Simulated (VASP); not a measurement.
# MgO (P1) in VASP: further runs

Runs on MgO. Level: PBE. Tasks: single point.

Program: VASP 6.6.1. These are calculated values, not measurements. Logs are shortened: lines on timing, memory, paths and dates and some standing lists are left out, and cuts for length are marked.

### Step 1. The cell of the first run

The typed cell holds 16 atoms: a = 6.079 Å, b = 6.079 Å, c = 6.079 Å, α = 60.00°, β = 60.00°, γ = 60.00°.

### Step 2. Single point, PBE

Input file INCAR:

```
SYSTEM = MgO
PREC     = Accurate       ! precision mode
ENCUT    = 520            ! plane-wave cutoff, eV
EDIFF    = 1E-6           ! SCF threshold, eV
ISMEAR   = -1             ! smearing method
SIGMA    = 0.0689         ! smearing width, eV
LREAL    = Auto         
LASPH    = .TRUE.         ! aspherical terms in the spheres
NELM     = 120            ! most SCF steps
ALGO     = Normal         ! electronic algorithm
ISIF     = 2              ! what is computed and relaxed
LWAVE    = .FALSE.        ! write WAVECAR
LCHARG   = .FALSE.        ! write CHGCAR
GGA      = PE             ! functional
NBANDS   = 46             ! bands
GGA_COMPAT= .FALSE.      
ISYM     = -1
```

Input file KPOINTS:

```
explicit points
4
Reciprocal
  0.25000000   0.25000000   0.25000000 2
  0.25000000   0.25000000   0.75000000 2
  0.25000000   0.75000000   0.25000000 2
  0.25000000   0.75000000   0.75000000 2
```

Input file POSCAR:

```
MgO
1.0
    0.0000000000      4.2985809566     -4.2985809566
   -4.2985809566      0.0000000000     -4.2985809566
   -4.2985809566      4.2985809566      0.0000000000
Mg O
8 8
Direct
    0.5043060773      0.4861882377      0.0096446945
    0.0038503404      0.4770827910     -0.0172754685
    0.5004746966      0.0034136847     -0.0056116193
    0.0050926108     -0.0067301280      0.0211455829
    0.5081757264      0.5114084211      0.4876705874
    0.0165560451      0.4792696755      0.4969015407
    0.4845751472     -0.0111321621      0.5116264000
   -0.0300613159      0.0278573327      0.5071443395
    0.7292496132      0.7683285562      0.2447850839
    0.2644543656      0.7344634269      0.2336081396
    0.7539921971      0.2448513848      0.2304133643
    0.2242123644      0.2679005029      0.2448212586
    0.7788322551      0.7221053951      0.7273655031
    0.2148274068      0.7952147545      0.7327992730
    0.7639355948      0.2607937390      0.7458493936
    0.2875493128      0.2548354936      0.7608299188
```

Potentials or basis: VASP PAW PBE potentials, release 64 (Mg, O).

The run is started by

```bash
> cat potpaw_PBE.64/Mg/POTCAR potpaw_PBE.64/O/POTCAR > POTCAR
> mpirun -np 1 vasp_std > vasp.out
```

OUTCAR:

```text
SYSTEM = MgO
   PREC = Accurate
   ENCUT = 520
   EDIFF = 1E-6
   ISMEAR = -1
   LREAL = Auto
   LASPH = .TRUE.
   NELM = 120
   ISIF = 2
   GGA = PE
   ISYM = -1

 ion  position               nearest neighbor table
   1  0.504  0.486  0.010-  11 2.02  10 2.03  15 2.11  12 2.15  13 2.20  14 2.44   2 2.93   6 2.96
                             3 2.99   5 3.00   4 3.02   7 3.04   7 3.04   4 3.06   3 3.09   5 3.09
   2  0.004  0.477  0.983-  16 1.95  13 2.07  11 2.07  12 2.09  14 2.30   9 2.38   4 2.83   6 2.91
                             1 2.93   3 2.95   8 2.98   5 3.05   5 3.05   3 3.13   8 3.14   1 3.16
   3  0.500  0.003  0.994-  16 1.93   9 2.06  10 2.17  12 2.22  15 2.24  13 2.36   8 2.91   2 2.95
                             4 2.96   1 2.99   5 3.00   7 3.03   7 3.05   5 3.08   1 3.09   4 3.12
   4  0.005  0.993  0.021-  11 1.99  10 2.04  14 2.12   9 2.16  15 2.22  16 2.34   2 2.83   8 2.96
                             3 2.96   7 3.01   6 3.01   1 3.02   1 3.06   6 3.08   7 3.08   3 3.12
   5  0.508  0.511  0.488-   9 2.06  16 2.06  10 2.15  15 2.21  11 2.25  14 2.28   8 2.88   7 2.91
                             3 3.00   1 3.00   6 3.03   2 3.05   2 3.05   6 3.06   3 3.08   1 3.09
   6  0.017  0.479  0.497-  12 2.00  15 2.03  13 2.03  10 2.16  16 2.31   9 2.32   8 2.86   2 2.91
                             7 2.91   1 2.96   4 3.01   5 3.03   5 3.06   4 3.08   1 3.12   7 3.17
   7  0.485  0.989  0.512-  14 2.01   9 2.10  13 2.21  16 2.25  11 2.26  12 2.27   5 2.91   6 2.91
                             4 3.01   3 3.03   8 3.03   1 3.04   1 3.04   3 3.05   8 3.06   4 3.08
   8  0.970  0.028  0.507-  14 2.02  15 2.04  12 2.13  11 2.13  13 2.17  10 2.44   6 2.86   5 2.88
                             3 2.91   4 2.96   2 2.98   7 3.03   7 3.06   4 3.13   2 3.14   3 3.17
   9  0.729  0.768  0.245-   5 2.06   3 2.06   7 2.10   4 2.16   6 2.32   2 2.38
  10  0.264  0.734  0.234-   1 2.03   4 2.04   5 2.15   6 2.16   3 2.17   8 2.44
  11  0.754  0.245  0.230-   4 1.99   1 2.02   2 2.07   8 2.13   5 2.25   7 2.26
  12  0.224  0.268  0.245-   6 2.00   2 2.09   8 2.13   1 2.15   3 2.22   7 2.27
  13  0.779  0.722  0.727-   6 2.03   2 2.07   8 2.17   1 2.20   7 2.21   3 2.36
  14  0.215  0.795  0.733-   7 2.01   8 2.02   4 2.12   5 2.28   2 2.30   1 2.44
  15  0.764  0.261  0.746-   6 2.03   8 2.04   1 2.11   5 2.21   4 2.22   3 2.24
  16  0.288  0.255  0.761-   3 1.93   2 1.95   5 2.06   7 2.25   6 2.31   4 2.34

IMPORTANT INFORMATION: All symmetrisations will be switched off!
NOSYMM: (Re-)initialisation of all symmetry stuff for point group C_1.

----------------------------------------------------------------------------------------

                                     Primitive cell

  volume of cell :     158.8566

  direct lattice vectors                    reciprocal lattice vectors
     0.000000000  4.298580957 -4.298580957     0.116317456  0.116317456 -0.116317456
    -4.298580957  0.000000000 -4.298580957    -0.116317456 -0.116317456 -0.116317456
    -4.298580957  4.298580957  0.000000000    -0.116317456  0.116317456  0.116317456

  length of vectors
     6.079111488  6.079111488  6.079111488     0.201467743  0.201467743  0.201467743

[... 86 lines left out ...]
   IALGO  =     38    algorithm
   IMIX   =      4    mixing-type and parameters
     AMIX     =   0.40;   BMIX     =  1.00
     AMIX_MAG =   1.60;   BMIX_MAG =  1.00
  volume/ion in A,a.u.               =       9.93        67.00
  Fermi-wavevector in a.u.,A,eV,Ry     =   1.209112  2.284890 19.891048  1.461951
  Thomas-Fermi vector in A             =   2.344699
   LORBIT       =      0    0 simple, 1 ext, 2 COOP (PROOUT), +10 PAW based schemes
   GGA     = PE    functional components
   LHFCALC =     F    Hartree Fock is set to
   AEXX    =    0.0000 exact exchange contribution
   IVDW    =     0    specifies the selected vdW correction
   LEPSILON=     F    determine dielectric tensor
   LRPA    =     F    only Hartree local field effects (RPA)
 non-spin polarized calculation
  energy-cutoff  :      520.00
  volume of cell :      158.86
 maximum number of plane-waves:      4272
 NGX is ok and might be reduce to    48
   NGX = 23   NGY = 23   NGZ = 23

 number of electron      64.0000003 magnetization

 Free energy of the ion-electron system (eV)
  ---------------------------------------------------
  ext. energy  EPLUGINS =         0.00000000
  ---------------------------------------------------
  free energy    TOTEN  =       -93.76412356 eV

  energy without entropy =      -93.76412356  energy(sigma->0) =      -93.76412356

 E-fermi :   4.3932     XC(G=0): -10.7774

 val. band max:        2.8045592972   @ k =   0.2500   0.2500   0.2500
 cond. band min:       7.6776140567   @ k =   0.2500   0.2500   0.2500
 fundamental gap:      4.8730547596
 Fermi energy:         4.3931842054

 k-point     1 :       0.2500    0.2500    0.2500
  band No.  band energies     occupation
      1     -14.2002      2.00000
      2     -13.4935      2.00000
      3     -13.3569      2.00000
      4     -13.1011      2.00000
      5     -13.0576      2.00000
      6     -12.7994      2.00000
[... 177 lines left out ...]
     43      13.5175      0.00000
     44      13.7001      0.00000
 [bands above 44 left out]

------------------------ aborting loop because EDIFF is reached ----------------------------------------

  FORCE on cell =-STRESS in cart. coord.  units (eV):
  Direction    XX          YY          ZZ          XY          YZ          ZX
  --------------------------------------------------------------------------------------
  -------------------------------------------------------------------------------------
  Total        0.7636503     -0.9429291     -2.6700248      0.2746983      0.4594311      0.0117577
  in kB        7.7019336     -9.5100828    -26.9290202      2.7705197      4.6336754      0.1185840
  external PRESSURE =      -9.5790565 kB  Pullay stress =       0.0000000 kB

 VOLUME and BASIS-vectors are now :
 -----------------------------------------------------------------------------
  energy-cutoff  :      520.00
  volume of cell :      158.86
      direct lattice vectors                 reciprocal lattice vectors
     0.000000000  4.298580957 -4.298580957     0.116317456  0.116317456 -0.116317456
    -4.298580957  0.000000000 -4.298580957    -0.116317456 -0.116317456 -0.116317456
    -4.298580957  4.298580957  0.000000000    -0.116317456  0.116317456  0.116317456

 POSITION                                       TOTAL-FORCE (eV/Angst)
 -----------------------------------------------------------------------------------
     -2.13138      2.20926     -4.25772         0.303888     -0.797371     -0.252233
     -6.27510      4.24087     -2.06733        -1.715722     -0.107496     -1.229860
     -4.28913      6.42579     -2.16601        -0.044657      1.243016      0.096768
     -4.36055      0.11279     -4.29154         1.241214     -0.708403      0.825196
     -4.29462      4.28073     -4.38277        -0.505820     -0.331576      0.035057
     -4.19615      2.20714     -2.13135        -0.793836     -0.715271     -0.625255
[... 8 lines left out ...]
     -4.32714      6.48993     -4.40488        -0.048207     -0.644839      0.780546
     -4.36592      4.50654     -2.33148         1.587699     -1.649666      0.771417
 -----------------------------------------------------------------------------------
    total drift:                               -0.003985     -0.007825      0.000186

  FREE ENERGIE OF THE ION-ELECTRON SYSTEM (eV)
  ---------------------------------------------------
  free  energy   TOTEN  =       -93.7641235561 eV

  energy  without entropy=      -93.7641235560  energy(sigma->0) =      -93.76412356
```

OSZICAR:

```text
N       E                     dE             d eps       ncg     rms          rms(c)
DAV:   1     0.319057349515E+03    0.31906E+03   -0.31225E+04   384   0.126E+03
DAV:   2    -0.835312719367E+02   -0.40259E+03   -0.39159E+03   468   0.269E+02
DAV:   3    -0.106777764157E+03   -0.23246E+02   -0.23128E+02   456   0.674E+01
DAV:   4    -0.106953691161E+03   -0.17593E+00   -0.17562E+00   432   0.666E+00
DAV:   5    -0.106955105634E+03   -0.14145E-02   -0.14142E-02   440   0.583E-01    0.208E+01
DAV:   6    -0.939136493613E+02    0.13041E+02   -0.51887E+01   442   0.320E+01    0.663E+00
DAV:   7    -0.938323072506E+02    0.81342E-01   -0.11245E+00   440   0.506E+00    0.400E+00
DAV:   8    -0.937754470156E+02    0.56860E-01   -0.35034E-01   416   0.413E+00    0.889E-01
DAV:   9    -0.937634209072E+02    0.12026E-01   -0.36091E-02   480   0.969E-01    0.283E-01
DAV:  10    -0.937639093633E+02   -0.48846E-03   -0.81100E-03   448   0.402E-01    0.129E-01
DAV:  11    -0.937641013378E+02   -0.19197E-03   -0.91287E-04   432   0.167E-01    0.232E-02
DAV:  12    -0.937641222402E+02   -0.20902E-04   -0.51500E-05   456   0.438E-02    0.128E-02
DAV:  13    -0.937641237973E+02   -0.15571E-05   -0.11563E-05   440   0.204E-02    0.664E-03
DAV:  14    -0.937641235561E+02    0.24120E-06   -0.22304E-06   336   0.113E-02
   1 F= -.93764124E+02 E0= -.93764124E+02  d E =-.143413E-09
```

stdout:

```text
POSCAR found type information on POSCAR MgO
 POSCAR found :  2 types and      16 ions
 scaLAPACK will be used
 LDA part: xc-table for (Slater+PW92), standard interpolation
 POSCAR, INCAR and KPOINTS ok, starting setup
 FFT: planning ... GRIDC
 FFT: planning ... GRID_SOFT
 FFT: planning ... GRID
 WAVECAR not read
 entering main loop
```

It took 37 s on 1 thread of Intel Xeon 6975P-C (Granite Rapids), shared host; peak memory 0.31 GiB.

Results:

| Quantity | Value |
| --- | --- |
| Free energy | -93.7641 eV |
| Pressure | -1.0 GPa |
| Largest force | 2.416 eV/Å |
| Band gap on the k mesh | 4.87 eV |

Forces on the atoms (eV/Å):
```
Mg   0.304 -0.797 -0.252
Mg  -1.716 -0.107 -1.230
Mg  -0.045  1.243  0.097
Mg   1.241 -0.708  0.825
Mg  -0.506 -0.332  0.035
Mg  -0.794 -0.715 -0.625
Mg   0.445  0.227 -0.569
Mg   1.010  0.703  0.258
O    0.352  0.297  0.117
O   -0.468  0.115 -0.201
O   -1.062  0.832  0.139
O    0.505  0.704 -0.256
O   -1.440 -0.575 -0.006
O    0.634  1.408  0.116
O   -0.048 -0.645  0.781
O    1.588 -1.650  0.771
```

Caveat: the atoms stand as in a frame of molecular dynamics; a shifted mesh leaves out Γ, where band edges can lie; forces of over 1 eV/Å act on the atoms, so gaps and moduli don't describe the material at rest. A k mesh can miss the band edges.

### Step 3. Single point, PBE

Input file INCAR:

```
PREC = Accurate
ENCUT = 520
EDIFF = 1E-6
ISMEAR = -1
SIGMA = 0.0689
LREAL = Auto
LASPH = True
NELM = 120
ALGO = Normal
ISIF = 2
LWAVE = False
LCHARG = False
GGA = PE
NBANDS = 46
GGA_COMPAT = False
ISYM = -1
```

KPOINTS is that of step 2.

Input file POSCAR:

```
MgO
1.0
    0.0000000000      4.2985809566     -4.2985809566
   -4.2985809566      0.0000000000     -4.2985809566
   -4.2985809566      4.2985809566      0.0000000000
Mg O
8 8
Direct
    0.5366381425      0.4734112305     -0.0139952000
    0.0000004653      0.4946788304     -0.0115198482
    0.5121341257      0.0130317425     -0.0127451363
    0.0185220427     -0.0601234460     -0.0031227747
    0.5398861911      0.4969385296      0.4466486776
    0.0001364404      0.5117175929      0.4996305808
    0.4730893801     -0.0027390434      0.5170048028
    0.0069924238      0.0086874018      0.4852870101
    0.7531880946      0.7470437413      0.2230224369
    0.2529140456      0.7417888676      0.2554374365
    0.7561344157      0.2237470946      0.2541368910
    0.2469496354      0.2566963403      0.2326172312
    0.7353482537      0.7736243736      0.7485812254
    0.2721046810      0.7310291540      0.7488627136
    0.7626923939      0.2484813037      0.7388887245
    0.2630921719      0.2532370592      0.7108604051
```

Potentials or basis: VASP PAW PBE potentials, release 64 (Mg, O).

The run is started by

```bash
> cat potpaw_PBE.64/Mg/POTCAR potpaw_PBE.64/O/POTCAR > POTCAR
> mpirun -np 1 vasp_std > vasp.out
```

Wall time 40 s (1 thread of Intel Xeon 6975P-C (Granite Rapids), shared host); peak memory 0.3 GiB.

Results (log left out):

```yaml
Free_energy: -93.9401 eV
Pressure: -2.0 GPa
Largest_force: 2.199 eV/Å
Band_gap_on_the_k_mesh: 4.85 eV
```

Forces on the atoms (eV/Å):
```
Mg  -0.791 -0.663  0.463
Mg   1.016  0.360 -0.432
Mg   0.176 -0.946  0.677
Mg  -1.623  0.097 -1.481
Mg  -1.365  0.122  1.640
Mg   0.599  0.218 -0.012
Mg   0.715  0.186 -1.093
Mg   0.490 -0.039  0.419
O   -0.333  0.773  0.096
O    0.277 -0.526 -0.315
O    0.323 -0.665 -0.919
O    0.212  0.400  0.110
O    1.327  0.765  0.376
O    0.274 -0.701  0.211
O    0.262  0.032 -0.203
O   -1.558  0.588  0.462
```

Stress tensor (GPa, compression positive):
```
-0.91 -0.42 -0.51
-0.42 -3.49  0.13
-0.51  0.13 -1.70
```

Levels at points of the mesh, in eV from the valence-band top:
```csv
k point,band 28,band 29,band 30,band 31,band 32,band 33,band 34,band 35,band 36,band 37
"(0.25, 0.25, 0.25)",-0.69,-0.65,-0.61,-0.17,0.00,4.85,7.08,7.90,7.94,7.98
```

Caveat: the atoms stand as in a frame of molecular dynamics; a shifted mesh leaves out Γ, where band edges can lie; forces of over 1 eV/Å act on the atoms, so gaps and moduli don't describe the material at rest. A k mesh can miss the band edges.

### Step 4. Single point, PBE

INCAR is that of step 3.

KPOINTS is that of step 3.

Input file POSCAR:

```
MgO
1.0
    0.0000000000      4.2985809566     -4.2985809566
   -4.2985809566      0.0000000000     -4.2985809566
   -4.2985809566      4.2985809566      0.0000000000
Mg O
8 8
Direct
    0.5176930532      0.5233360783     -0.0240789928
    0.0302095043      0.5008664538     -0.0155669977
    0.4886520741      0.0464270656     -0.0458643217
    0.0019615776     -0.0248179576     -0.0037223912
    0.5171518281      0.4727795104      0.4891677094
   -0.0223966935      0.5075812279      0.5018437530
    0.5095640915      0.0031099798      0.4797751911
    0.0430119851     -0.0227436684      0.4847310126
    0.7865532915      0.7206650360      0.2459953670
    0.2706537371      0.7441144025      0.2336701368
    0.7752065237      0.2249700563      0.2183695060
    0.2658122556      0.2232986908      0.2289235703
    0.7582917556      0.7598773951      0.7258852471
    0.2963268606      0.7217472536      0.7298638857
    0.7751003258      0.2344360872      0.7121321038
    0.2195936309      0.2570062100      0.7291129402
```

The run is started by

```bash
> cat potpaw_PBE.64/Mg/POTCAR potpaw_PBE.64/O/POTCAR > POTCAR
> mpirun -np 1 vasp_std > vasp.out
```

Wall time 42 s (1 thread of Intel Xeon 6975P-C (Granite Rapids), shared host); peak memory 0.31 GiB.

Results (log left out):

```
Free energy            : -93.8363 eV
Pressure               : -1.6 GPa
Largest force          : 2.027 eV/Å
Band gap on the k mesh : 4.92 eV
```

Forces in eV/Å, atoms in the order of the input:
```
Mg   0.146  0.931  0.598
Mg   0.023 -0.545  1.317
Mg   1.133  1.238  1.102
Mg  -0.526 -0.012 -0.875
Mg   0.373 -0.871 -1.108
Mg   0.780  0.896 -0.534
Mg   0.526 -0.224 -0.148
Mg   0.120 -1.048  0.386
O    0.155 -1.361  0.042
O    0.327  0.014  0.105
O   -1.326 -0.386  0.036
O   -0.566  0.119 -0.954
O   -0.396  0.340 -0.022
O   -0.609 -0.782  0.521
O   -0.597  0.106  0.718
O    0.440  1.586 -1.183
```

Stress tensor (GPa, compression positive):
```
-1.39 -0.18 -0.03
-0.18 -1.43  1.00
-0.03  1.00 -1.99
```

Levels at points of the mesh, in eV from the valence-band top:
| k point | band 29 | band 30 | band 31 | band 32 | band 33 | band 34 | band 35 | band 36 |
| --- | --- | --- | --- | --- | --- | --- | --- | --- |
| (0.25, 0.25, 0.25) | -0.55 | -0.45 | -0.04 | 0.00 | 4.92 | 7.18 | 7.80 | 8.01 |

Caveat: the atoms stand as in a frame of molecular dynamics; a shifted mesh leaves out Γ, where band edges can lie; forces of over 1 eV/Å act on the atoms, so gaps and moduli don't describe the material at rest.

### Step 5. The runs side by side

```tsv
cell	gap on the mesh (eV)	pressure (GPa)	largest force (eV/Å)
as given, atomic positions A	4.87	-1.0	2.42
as given, atomic positions B	4.85	-2.0	2.20
as given, atomic positions C	4.92	-1.6	2.03
```

Alike in all rows: task single point; level PBE; potentials or basis VASP PAW PBE potentials, release 64 (Mg, O); no spin polarisation; k mesh 2 × 2 × 2, shifted; cutoff (eV) 520; smearing fermi-dirac 0.0689 eV.

Caveats: the atoms stand as in a frame of molecular dynamics; a shifted mesh leaves out Γ, where band edges can lie; forces of over 1 eV/Å act on the atoms, so gaps and moduli don't describe the material at rest.

Total energies depend on the potentials used, so only differences within one code and one set of settings carry meaning.
